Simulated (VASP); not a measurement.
# LiMnCl3 (Pm-3m) in VASP: further runs, part 2 of 3

VASP 6.6.1.

## 3. Relaxation of cell and atoms, PBE, collinear spin, ferromagnetic start

This run uses another cell than the first one, of 19.52 Å³/atom, 0.786 times its volume.

The input, INCAR:

```
PREC = Accurate
ENCUT = 600
EDIFF = 1E-6
ISMEAR = 0
SIGMA = 0.1
LREAL = F
LASPH = T
NELM = 150
ALGO = Normal
ISIF = 3
LWAVE = F
LCHARG = F
ISPIN = 2
MAGMOM = 0 4 0 0 0
LORBIT = 11
LMAXMIX = 4
GGA = PE
IBRION = 2
NSW = 90
EDIFFG = -0.04
```

The input, KPOINTS:

```
Automatic mesh
0
Gamma
  4 4 4
```

The input, POSCAR:

```
LiMnCl3
1.0
    4.6038032000      0.0000000000      0.0000000000
    0.0000000000      4.6038032000      0.0000000000
    0.0000000000      0.0000000000      4.6038032000
Li Mn Cl
1 1 3
Direct
    0.5000000000      0.5000000000      0.5000000000
    0.0000000000      0.0000000000      0.0000000000
    0.5000000000      0.0000000000      0.0000000000
    0.0000000000      0.5000000000      0.0000000000
    0.0000000000      0.0000000000      0.5000000000
```

Potentials or basis: VASP PAW PBE potentials, release 64 (Li_sv, Mn_pv, Cl).

The run is started by

```console
$ cat potpaw_PBE.64/Li_sv/POTCAR potpaw_PBE.64/Mn_pv/POTCAR potpaw_PBE.64/Cl/POTCAR > POTCAR
$ mpirun -np 1 vasp_std > vasp.out
```

OUTCAR:

```text
PREC = Accurate
   ENCUT = 600
   EDIFF = 1E-6
   ISMEAR = 0
   LREAL = F
   LASPH = T
   NELM = 150
   ISIF = 3
   ISPIN = 2
   LORBIT = 11
   GGA = PE
   IBRION = 2
   NSW = 90
   EDIFFG = -0.04

 ion  position               nearest neighbor table
   1  0.500  0.500  0.500-
   2  0.000  0.000  0.000-   3 2.30   4 2.30   5 2.30   5 2.30   4 2.30   3 2.30
   3  0.500  0.000  0.000-   2 2.30   2 2.30
   4  0.000  0.500  0.000-   2 2.30   2 2.30
   5  0.000  0.000  0.500-   2 2.30   2 2.30

  LATTYP: Found a simple cubic cell.
 ALAT       =     4.6038032000

  Lattice vectors:

 A1 = (   4.6038032000,   0.0000000000,   0.0000000000)
 A2 = (   0.0000000000,   4.6038032000,   0.0000000000)
 A3 = (   0.0000000000,   0.0000000000,   4.6038032000)

Analysis of symmetry for initial positions (statically):
=====================================================================
 Subroutine PRICEL returns:
 Original cell was already a primitive cell.

 Routine SETGRP: Setting up the symmetry group for a
 simple cubic supercell.

 Subroutine GETGRP returns: Found 48 space group operations
 (whereof 48 operations were pure point group operations)
 out of a pool of 48 trial point group operations.

The static configuration has the point symmetry O_h .

Analysis of symmetry for dynamics (positions and initial velocities):
=====================================================================
 Subroutine PRICEL returns:
 Original cell was already a primitive cell.

 Routine SETGRP: Setting up the symmetry group for a
 simple cubic supercell.

 Subroutine GETGRP returns: Found 48 space group operations
 (whereof 48 operations were pure point group operations)
 out of a pool of 48 trial point group operations.

The dynamic configuration has the point symmetry O_h .

Analysis of structural, dynamic, and magnetic symmetry:
=====================================================================
 Subroutine PRICEL returns:
 Original cell was already a primitive cell.

 Routine SETGRP: Setting up the symmetry group for a
 simple cubic supercell.

 Subroutine GETGRP returns: Found 48 space group operations
 (whereof 48 operations were pure point group operations)
 out of a pool of 48 trial point group operations.

The overall configuration has the point symmetry O_h .

 Subroutine INISYM returns: Found 48 space group operations
 (whereof 48 operations are pure point group operations),
 and found     1 'primitive' translations

----------------------------------------------------------------------------------------

                                     Primitive cell

  volume of cell :      97.5776

  direct lattice vectors                    reciprocal lattice vectors
     4.603803200  0.000000000  0.000000000     0.217211717  0.000000000  0.000000000
     0.000000000  4.603803200  0.000000000     0.000000000  0.217211717  0.000000000
     0.000000000  0.000000000  4.603803200     0.000000000  0.000000000  0.217211717

  length of vectors
     4.603803200  4.603803200  4.603803200     0.217211717  0.217211717  0.217211717

  position of ions in fractional coordinates (direct lattice)
     0.500000000  0.500000000  0.500000000
     0.000000000  0.000000000  0.000000000
     0.500000000  0.000000000  0.000000000
[... 57 lines left out ...]
 SYSTEM =  unknown system
   PREC   = accura    normal or accurate (medium, high low for compatibility)
   ISTART =      0    job   : 0-new  1-cont  2-samecut
   ICHARG =      2    charge: 1-file 2-atom 10-const
   ISPIN  =      2    spin polarized calculation?
   LNONCOLLINEAR =      F non collinear calculations
   LSORBIT =      F    spin-orbit coupling
   LASPH  =      T    aspherical Exc in radial PAW
   ENCUT  =  600.0 eV  44.10 Ry    6.64 a.u.   9.19  9.19  9.19*2*pi/ulx,y,z
   NELM   =    150;   NELMIN=  2; NELMDL= -5     # of ELM steps
   EDIFF  = 0.1E-05   stopping-criterion for ELM
   LREAL  =      F    real-space projection
   EDIFFG = -.4E-01   stopping-criterion for IOM
   NSW    =     90    number of steps for IOM
   IBRION =      2    ionic relax: 0-MD 1-quasi-New 2-CG
   NFREE  =      1    steps in history (QN), initial steepest desc. (CG)
   ISIF   =      3    stress and relaxation
   ISYM   =      2    0-nonsym 1-usesym 2-fastsym
   POTIM  = 0.5000    time-step for ionic-motion
   TEBEG  =    0.0;   TEEND  =   0.0 temperature during run
   PSTRESS=    0.0 pullay stress
   NELECT =      37.0000    total number of electrons
   NUPDOWN=      -1.0000    fix difference up-down
   EMIN   =  10.00;   EMAX   =-10.00  energy-range for DOS
   EFERMI =   0.00;   METHOD = LEGACY
   ISMEAR =     0;   SIGMA  =   0.10  broadening in eV -4-tet -1-fermi 0-gaus
   EFERMI_NEDOS =   21; number of points for ismear=-14 and -15
   IALGO  =     38    algorithm
   IMIX   =      4    mixing-type and parameters
     AMIX     =   0.40;   BMIX     =  1.00
     AMIX_MAG =   1.60;   BMIX_MAG =  1.00
  volume/ion in A,a.u.               =      19.52       131.70
  Fermi-wavevector in a.u.,A,eV,Ry     =   1.184928  2.239189 19.103322  1.404055
  Thomas-Fermi vector in A             =   2.321132
   LORBIT       =     11    0 simple, 1 ext, 2 COOP (PROOUT), +10 PAW based schemes
   GGA     = PE    functional components
   LHFCALC =     F    Hartree Fock is set to
   AEXX    =    0.0000 exact exchange contribution
   IVDW    =     0    specifies the selected vdW correction
   LEPSILON=     F    determine dielectric tensor
   LRPA    =     F    only Hartree local field effects (RPA)
 conjugate gradient relaxation of ions
 spin polarized calculation
 Gauss-broadening in eV      SIGMA  =   0.10
  energy-cutoff  :      600.00
  volume of cell :       97.58
 maximum number of plane-waves:      3294
 NGX is ok and might be reduce to    40
   NGX = 19   NGY = 19   NGZ = 19

--------------------------------------- Ionic step        1  -------------------------------------------

 number of electron      36.9999992 magnetization       4.6478627

 Free energy of the ion-electron system (eV)
  ---------------------------------------------------
  ext. energy  EPLUGINS =         0.00000000
  ---------------------------------------------------
  free energy    TOTEN  =       -21.19427093 eV

  energy without entropy =      -21.19201214  energy(sigma->0) =      -21.19314154

------------------------ aborting loop because EDIFF is reached ----------------------------------------

  FORCE on cell =-STRESS in cart. coord.  units (eV):
  Direction    XX          YY          ZZ          XY          YZ          ZX
  --------------------------------------------------------------------------------------
  -------------------------------------------------------------------------------------
  Total        7.1677694      7.1677694      7.1677694     -0.0000000     -0.0000000     -0.0000000
  in kB      117.6912995    117.6912995    117.6912995     -0.0000000     -0.0000000     -0.0000000
  external PRESSURE =     117.6912995 kB  Pullay stress =       0.0000000 kB
[... 104 lines left out ...]
--------------------------------------- Ionic step        4  -------------------------------------------

 number of electron      37.0000015 magnetization       5.0000004

 Free energy of the ion-electron system (eV)
  ---------------------------------------------------
  ext. energy  EPLUGINS =         0.00000000
  ---------------------------------------------------
  free energy    TOTEN  =       -22.00327170 eV

  energy without entropy =      -22.00327170  energy(sigma->0) =      -22.00327170

 E-fermi :   2.8541     XC(G=0):  -7.9035

 val. band max:        2.3901465372   @ k =   0.5000   0.5000   0.5000
 cond. band min:       3.3049927286   @ k =   0.0000   0.0000   0.0000
 fundamental gap:      0.9148461914
 Fermi energy:         2.8540946439

 spin component 1

 k-point     1 :       0.0000    0.0000    0.0000
  band No.  band energies     occupation
      1     -48.2491      1.00000
      2     -48.2491      1.00000
      3     -48.2491      1.00000
      4     -46.4276      1.00000
      5     -13.6488      1.00000
      6     -12.8358      1.00000
[... 259 lines left out ...]
     23       7.3958      0.00000
     24       7.3958      0.00000
 Fermi energy:         2.8540946439

 spin component 2

 k-point     1 :       0.0000    0.0000    0.0000
  band No.  band energies     occupation
      1     -46.4265      1.00000
      2     -43.4641      1.00000
      3     -43.4641      1.00000
      4     -43.4641      1.00000
      5     -13.5165      1.00000
      6     -12.7188      1.00000
[... 291 lines left out ...]
  FREE ENERGIE OF THE ION-ELECTRON SYSTEM (eV)
  ---------------------------------------------------
  free  energy   TOTEN  =       -22.0032716967 eV

  energy  without entropy=      -22.0032716967  energy(sigma->0) =      -22.00327170

 reached required accuracy - stopping structural energy minimisation

 total charge

# of ion       s       p       d       tot
------------------------------------------
    1        1.985   0.005   0.000   1.990
    2        0.197   6.160   4.921  11.278
    3        1.594   3.553   0.000   5.147
    4        1.594   3.553   0.000   5.147
    5        1.594   3.553   0.000   5.147
--------------------------------------------------
tot          6.965  16.823   4.921  28.709

 magnetization (x)

# of ion       s       p       d       tot
------------------------------------------
    1        0.000   0.000   0.000   0.000
    2        0.037   0.033   4.390   4.461
    3        0.008   0.056   0.000   0.064
    4        0.008   0.056   0.000   0.064
    5        0.008   0.056   0.000   0.064
--------------------------------------------------
tot          0.063   0.199   4.390   4.653
```

OSZICAR:

```text
N       E                     dE             d eps       ncg     rms          rms(c)
DAV:   1     0.348749315877E+03    0.34875E+03   -0.20395E+04  1048   0.166E+03
[... 53 lines left out ...]
DAV:   2    -0.220167127061E+02    0.31943E+00   -0.91087E-01  1040   0.106E+01    0.379E+00
DAV:   3    -0.220108977640E+02    0.58149E-02   -0.94994E-02  1080   0.205E+00    0.112E+00
DAV:   4    -0.220041486275E+02    0.67491E-02   -0.15256E-02  1088   0.760E-01    0.683E-01
DAV:   5    -0.220032110941E+02    0.93753E-03   -0.32635E-03  1040   0.438E-01    0.326E-01
DAV:   6    -0.220032269973E+02   -0.15903E-04   -0.56105E-04  1192   0.215E-01    0.119E-01
DAV:   7    -0.220032708748E+02   -0.43877E-04   -0.13442E-04  1136   0.126E-01    0.273E-02
DAV:   8    -0.220032716967E+02   -0.82194E-06   -0.84082E-06  1112   0.258E-02
   4 F= -.22003272E+02 E0= -.22003272E+02  d E =-.809001E+00  mag=     5.0000
```

Wall time 2.4 min (1 thread of Intel Xeon 6975P-C (Granite Rapids), shared host); peak memory 0.3 GiB.

Results:

```
Free energy                                           : -22.0033 eV
Relaxed volume                                        : 24.88 Å³/atom
Relaxed cell                                          : a = 4.992 Å, b = 4.992 Å, c = 4.992 Å, α = 90.00°, β = 90.00°, γ = 90.00°
Space group after relaxing (to 0.05 Å)                : Pm-3m (No. 221)
Energy gained by relaxing                             : 161.8 meV/atom
Ionic steps                                           : 4
Pressure after relaxing                               : -0.1 GPa
Band gap on the k mesh                                : 0.91 eV, indirect (least direct gap 1.55 eV)
Net moment                                            : 5.00 μB per cell
Site moments                                          : Li +0.00; Mn +4.46; Cl +0.06 μB
Valence electrons inside the program's atomic spheres : Li 1.99; Mn 11.28; Cl 5.15
```

Step by step:
| step | energy change (eV) | largest force (eV/Å) | pressure (GPa) | volume (Å³) |
| --- | --- | --- | --- | --- |
| 1 | 0.0000 | 0.0000 | 11.77 | 97.58 |
| 2 | -0.7862 | 0.0000 | 1.54 | 119.25 |
| 3 | -0.7947 | 0.0000 | -1.07 | 128.37 |
| 4 | -0.8090 | 0.0000 | -0.08 | 124.42 |

Final structure:
```yaml
crystal:
  lattice:
    - [4.99224, 0.00000, 0.00000]
    - [0.00000, 4.99224, 0.00000]
    - [0.00000, 0.00000, 4.99224]
  atoms:
    - { symbol: Li, position: [0.50000, 0.50000, 0.50000] }
    - { symbol: Mn, position: [0.00000, 0.00000, 0.00000] }
    - { symbol: Cl, position: [0.50000, 0.00000, 0.00000] }
    - { symbol: Cl, position: [0.00000, 0.50000, 0.00000] }
    - { symbol: Cl, position: [0.00000, 0.00000, 0.50000] }
```

Levels at points of the mesh, in eV from the valence-band top:
Spin up:
```csv
k point,band 18,band 19,band 20,band 21,band 22,band 23,band 24
"(0.00, 0.00, 0.00)",-2.83,-2.83,-2.71,-2.71,1.62,1.93,6.11
"(0.50, 0.00, 0.00)",-2.70,-2.17,-2.17,-1.69,3.57,3.62,4.51
"(0.50, 0.50, 0.00)",-2.23,-2.15,-2.15,-0.01,3.86,4.73,4.81
"(0.50, 0.50, 0.50)",-2.22,-2.22,0.00,0.00,2.57,5.01,5.01
```
Spin down:
```tsv
k point	band 14	band 15	band 16	band 17	band 18	band 19
(0.00, 0.00, 0.00)	-2.73	-2.73	-2.73	0.91	0.91	0.91
(0.50, 0.00, 0.00)	-3.16	-2.80	-2.80	0.94	1.37	1.57
(0.50, 0.50, 0.00)	-3.49	-3.49	-2.24	1.54	1.57	1.57
(0.50, 0.50, 0.50)	-2.23	-2.23	-2.23	1.83	1.83	1.83
```

Caveat: the cutoff is under 1.25 times the usual one of these potentials, so pressure, stress and relaxed cells hold a basis-set (Pulay) error; the volume moved by over 15 % at a fixed basis, so the end points are rough; a cell with one magnetic atom can't hold antiferromagnetic order, which such compounds often take. A k mesh can miss the band edges.

## 4. Single point, PBE, collinear spin, ferromagnetic start

This run uses another cell than the first one, of 19.52 Å³/atom, 0.786 times its volume.

The input, INCAR:

```
PREC     = Accurate       # precision mode
ENCUT    = 520            # plane-wave cutoff, eV
EDIFF    = 1E-6           # SCF threshold, eV
ISMEAR   = 0              # smearing method
SIGMA    = 0.1            # smearing width, eV
LREAL    = F              # projectors in reciprocal space
LASPH    = T              # aspherical terms in the spheres
NELM     = 150            # most SCF steps
ALGO     = Normal         # electronic algorithm
ISIF     = 2              # what is computed and relaxed
LWAVE    = F              # write WAVECAR
LCHARG   = F              # write CHGCAR
ISPIN    = 2              # spin polarisation
MAGMOM   = 0 4 0 0 0      # initial moments
LORBIT   = 11             # projections on sites
LMAXMIX  = 4              # l up to which the mixer works
GGA      = PE             # functional
NBANDS   = 30             # bands
```

KPOINTS is that of step 3.

POSCAR is that of step 3.

The run is started by

```console
$ cat potpaw_PBE.64/Li_sv/POTCAR potpaw_PBE.64/Mn_pv/POTCAR potpaw_PBE.64/Cl/POTCAR > POTCAR
$ mpirun -np 1 vasp_std > vasp.out
```

It took 28 s on 1 thread of Intel Xeon 6975P-C (Granite Rapids), shared host; peak memory 0.25 GiB.

The run converged. Its results:

```
Free energy                                           : -21.1941 eV
Net moment                                            : 4.65 μB per cell
Site moments                                          : Li +0.00; Mn +4.09; Cl +0.07 μB
Valence electrons inside the program's atomic spheres : Li 2.00; Mn 11.60; Cl 5.19
```

Levels at points of the mesh, in eV from the Fermi level:
Spin up:
| k point | band 17 | band 18 | band 19 | band 20 | band 21 | band 22 | band 23 | band 24 | band 25 | band 26 |
| --- | --- | --- | --- | --- | --- | --- | --- | --- | --- | --- |
| (0.00, 0.00, 0.00) | -3.54 | -3.54 | -3.54 | -2.79 | -2.79 | 0.99 | 2.65 | 5.21 | 5.21 | 6.57 |
| (0.50, 0.00, 0.00) | -3.52 | -2.78 | -2.31 | -2.31 | -1.44 | 2.85 | 3.43 | 5.06 | 5.06 | 6.02 |
| (0.50, 0.50, 0.00) | -2.30 | -2.29 | -2.29 | -2.28 | 0.77 | 3.66 | 3.80 | 4.61 | 4.61 | 6.32 |
| (0.50, 0.50, 0.50) | -2.29 | -2.29 | -2.29 | 0.78 | 0.78 | 1.56 | 4.95 | 4.95 | 4.95 | 6.15 |
Spin down:
```csv
k point,band 14,band 15,band 16,band 17,band 18,band 19
"(0.00, 0.00, 0.00)",-3.59,-3.59,-3.59,-0.14,-0.14,-0.14
"(0.50, 0.00, 0.00)",-4.39,-3.73,-3.73,-0.09,0.84,1.06
"(0.50, 0.50, 0.00)",-4.87,-4.87,-2.95,1.07,1.07,1.16
"(0.50, 0.50, 0.50)",-2.94,-2.94,-2.94,1.40,1.40,1.40
```

Caveat: the cutoff is under 1.25 times the usual one of these potentials, so pressure, stress and relaxed cells hold a basis-set (Pulay) error; a cell with one magnetic atom can't hold antiferromagnetic order, which such compounds often take; semilocal functionals often make such compounds metallic where correlation or magnetic order opens a gap, which also shifts bond lengths.

(Part 2 of 3 ends here.)
